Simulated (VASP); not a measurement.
Wanted: the native input for a VASP 6.6.1 run.

| Quantity | Value |
| --- | --- |
| Task | single point |
| Functional | PBEsol |
| Potentials or basis | VASP PAW PBE potentials, release 64 (Cd, H, O) |
| Cutoff | 520 eV |
| k mesh | 9 × 9 × 6 |
| Occupations | gaussian, width 0.05 eV |
| Spin | no spin polarisation |
| Dipole correction | no |
| Further INCAR settings | ALGO = Normal; EDIFF = 1e-07; NBANDS = 21 |

The structure of CdH2O2 lies in POSCAR:

```
CdH2O2
1.0
    3.6209917437      0.0000000000      0.0000000000
   -1.8104958718      3.1358708369      0.0000000000
    0.0000000000      0.0000000000      4.7126239794
Cd H O
1 2 2
Direct
    0.0000000000      0.0000000000      0.0000000000
    0.6666666667      0.3333333333      0.5509607200
    0.3333333333      0.6666666667      0.4490392800
    0.6666666667      0.3333333333      0.7593720000
    0.3333333333      0.6666666667      0.2406280000
```

This cell differs from its parent crystal: strain +0.030 along x and y, +0.015 along z.

One way to write it, as run:

INCAR

```
  PREC = Accurate
  ENCUT = 520
  EDIFF = 1E-7
  ISMEAR = 0
  SIGMA = 0.05
  LREAL = False
  LASPH = True
  NELM = 60
  ALGO = Normal
  ISIF = 2
  LWAVE = False
  LCHARG = False
  GGA = PS
  NBANDS = 21
```

KPOINTS

```
regular mesh
0
Gamma
  9 9 6
```

Potentials or basis: VASP PAW PBE potentials, release 64 (Cd, H, O).

Command:

```sh
$ cat potpaw_PBE.64/Cd/POTCAR potpaw_PBE.64/H/POTCAR potpaw_PBE.64/O/POTCAR > POTCAR
$ mpirun -np 1 vasp_std > vasp.out
```

It gave:

```yaml
Pressure: -6.4 GPa
Largest_force: 0.448 eV/Å
Band_gap_on_the_k_mesh: 1.42 eV (least direct gap 1.77 eV)
```

Caveat: the cell differs from its parent crystal (strain +0.030 along x and y, +0.015 along z); the cell stands under tension; the PAW data sets were made with another functional, which shifts forces and pressure a little.

Wall time 44 s on 1 thread of AMD EPYC 9R45 96-Core Processor (Zen 5), on a shared host, peak memory 0.18 GiB.
